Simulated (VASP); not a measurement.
Input of a VASP 6.6.1 run:

File INCAR:

```
SYSTEM = RbBr
  PREC = Accurate
  ENCUT = 520
  EDIFF = 1E-6
  ISMEAR = 0
  SIGMA = 0.1
  LREAL = .FALSE.
  LASPH = .TRUE.
  NELM = 100
  ALGO = Normal
  ISIF = 2
  LWAVE = .FALSE.
  LCHARG = .FALSE.
  GGA = PE
  NBANDS = 33
```

File KPOINTS:

```
regular mesh
0
G
  3 3 4
  0 0 0
```

Contents of POSCAR:

```
RbBr
1.0
    7.0244621846      0.0000000000      0.0000000000
   -3.5122310923      6.0833626998      0.0000000000
    0.0000000000      0.0000000000      5.6674638080
Rb Br
3 3
Direct
    0.5000000000      0.0000000000      0.0000000000
    0.5000000000      0.5000000000      0.0000000000
    0.0000000000      0.5000000000      0.0000000000
    0.0000000000      0.0000000000      0.0000000000
    0.3333333333      0.6666666667      0.5000000000
    0.6666666667      0.3333333333      0.5000000000
```

Potentials or basis: VASP PAW PBE potentials, release 64 (Rb_sv, Br).

Command:

```sh
$ cat potpaw_PBE.64/Rb_sv/POTCAR potpaw_PBE.64/Br/POTCAR > POTCAR
$ mpirun -np 1 vasp_std > vasp.out
```

Estimate the band gap on the k mesh.

3.07 eV (least direct gap 3.19 eV).

What does it give for the pressure?

0.9 GPa.

Stress tensor (GPa, compression positive):
```
 2.97  0.00  0.00
 0.00  2.97  0.00
 0.00  0.00 -3.12
```

Caveat: the stress differs along the axes, from -3 to 3 GPa. A k mesh can miss the band edges.
